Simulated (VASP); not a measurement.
KTaO3: single point with PBE

KTaO3:

```
K Ta O
1.0
     3.68918    0.00000    0.00000
     0.00000    3.98830    0.00000
     0.00000    0.00000    3.98830
K Ta O
1 1 3
Cartesian
  1.8446 1.9942 1.9942
  0.0000 0.0000 0.0000
  1.8446 0.0000 0.0000
  0.0000 1.9942 0.0000
  0.0000 0.0000 1.9942
```

This cell differs from its parent crystal: strain -0.0750 x Voigt [1, 0, 0, 0, 0, 0].

```
Program                : VASP 6.6.1
Task                   : single point
Functional             : PBE
Potentials or basis    : VASP PAW PBE potentials, release 64 (K_sv, Ta_pv, O)
Cutoff                 : 520 eV
k mesh                 : 8 × 8 × 8
Occupations            : gaussian, width 0.05 eV
Spin                   : no spin polarisation
Dipole correction      : no
Further INCAR settings : ALGO = Normal; EDIFF = 1e-06; NBANDS = 27
```

```
Pressure               : 29.0 GPa
Band gap on the k mesh : 2.19 eV (least direct gap 2.66 eV)
```

Stress tensor (GPa, compression positive):
```
59.19  0.00  0.00
 0.00 13.91  0.00
 0.00  0.00 13.91
```

Levels at points of the mesh, in eV from the valence-band top:
```tsv
k point	band 15	band 16	band 17	band 18	band 19	band 20	band 21	band 22	band 23	band 24
(0.00, 0.00, 0.00)	-1.35	-0.92	-0.61	-0.61	-0.47	2.19	2.33	2.33	6.79	6.97
(0.50, 0.00, 0.00)	-2.32	-2.15	-1.67	-0.82	-0.82	2.48	6.32	6.32	7.04	9.04
(0.00, 0.50, 0.00)	-2.35	-1.98	-1.71	-0.97	-0.71	2.49	5.13	5.14	7.48	9.31
(0.50, 0.50, 0.00)	-2.88	-1.54	-1.36	-1.28	-0.16	5.22	6.33	7.37	7.97	10.43
(0.00, 0.50, 0.50)	-2.68	-2.15	-2.15	-1.30	-0.08	5.17	5.17	6.44	9.79	10.35
(0.50, 0.50, 0.50)	-4.64	-3.61	-0.07	-0.07	0.00	6.67	7.54	7.54	8.72	9.22
```

Wall time 110 s on 1 thread of Intel(R) Xeon(R) Platinum 8259CL CPU @ 2.50GHz (Skylake/Cascade Lake), on a shared host, peak memory 0.24 GiB.

Caveat: the cell differs from its parent crystal (strain -0.0750 x Voigt [1, 0, 0, 0, 0, 0]); the cell stands under pressure; spin-orbit coupling is left out, which moves the levels of the heavy elements. A k mesh can miss the band edges.
